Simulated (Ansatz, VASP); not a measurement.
Al4As3: VASP beside Ansatz

File INCAR:

```
SYSTEM = Al4As3
ALGO = Normal ; EDIFF = 1E-6
ENCUT = 520 ; GGA = PS
ISIF = 2 ; ISMEAR = -1
LASPH = .TRUE. ; LCHARG = .TRUE.
LELF = .TRUE. ; LREAL = .FALSE.
LVHAR = .TRUE. ; LWAVE = .FALSE.
NBANDS = 22 ; NELM = 80
PREC = Accurate ; SIGMA = 0.1
```

File KPOINTS:

```
k-points
0
G
  8 8 8
  0 0 0
```

Contents of POSCAR:

```
Al4As3
1.0
    0.0000000000     -1.9621120000      3.3108000000
    0.7521260000     -1.8122230000     -3.3108000000
    9.8462110000      0.0000000000      0.0000000000
Al As
4 3
Direct
    0.2950000000      0.5900000000      0.1150000000
    0.8710000000      0.7420000000      0.3870000000
    0.7040000000      0.4080000000      0.8880000000
    0.1310000000      0.2620000000      0.6070000000
    0.2190000000      0.4380000000      0.3430000000
    0.7830000000      0.5660000000      0.6510000000
    0.0000000000      0.0000000000      0.0000000000
```

Input for Ansatz:

```yaml
crystal:
  lattice:
    - [0.0, -1.962112, 3.3108]
    - [0.752126, -1.812223, -3.3108]
    - [9.846211, 0.0, 0.0]
  atoms:
    - { symbol: Al, position: [0.295, 0.59, 0.115] }
    - { symbol: As, position: [0.219, 0.438, 0.343] }
    - { symbol: Al, position: [0.871, 0.742, 0.387] }
    - { symbol: Al, position: [0.704, 0.408, 0.888] }
    - { symbol: As, position: [0.783, 0.566, 0.651] }
    - { symbol: As, position: [0.0, 0.0, 0.0] }
    - { symbol: Al, position: [0.131, 0.262, 0.607] }
  symmetry: { tolerance: 0.0003 }
kpoints:
  mp_grid: { grid: [8, 8, 8], shift: [0, 0, 0] }
magnetization:
  spin_polarized: false
scf:
  occupations: { method: fermi_dirac }
  lower_state_search: "off"
  max_iter: 200
hamiltonian:
  pseudopotentials: { kind: paw }
  xc: pbesol
basis:
  ecutwfc: 420
  fft_grid_basis: typed
output:
  forces: true
  stress: true
  eigenvalues: true
  bader: true
  populations: true
  elf: true
  write_potential: true
  volumetric_format: npy
  dos:
    e_range: [-12, 8]
    de: 0.05
    projected: { site_lists: { Al: [Al], As: [As] } }
checkpoint:
  read: saved_state
```

Alike in both runs: task single point; functional PBEsol; k mesh 8 × 8 × 8; no spin polarisation.

|  | VASP | Ansatz |
| --- | --- | --- |
| version | VASP 6.6.1 | Ansatz 0.2.0 |
| potentials or method | VASP PAW PBE potentials, release 64 (Al, As), cutoff 520 eV | PAW plane waves |
| occupations | fermi-dirac, width 0.1 eV | fermi-dirac |
| valence electrons in the cell | 27 | 57 |

VASP gave:

| Quantity | Value |
| --- | --- |
| pressure (GPa) | 25.8 |
| rms of the force components (eV/Å) | 0.705 |

Which values does Ansatz return?

Pressure (GPa): 25.2; rms of the force components (eV/Å): 0.699.

VASP's potentials were made for PBE, not for PBEsol. VASP's potentials hold 27 valence electrons a cell and Ansatz's 57, so a difference there can come from the potentials and not from the codes. Ansatz's warnings: structure snapped to symmetry.
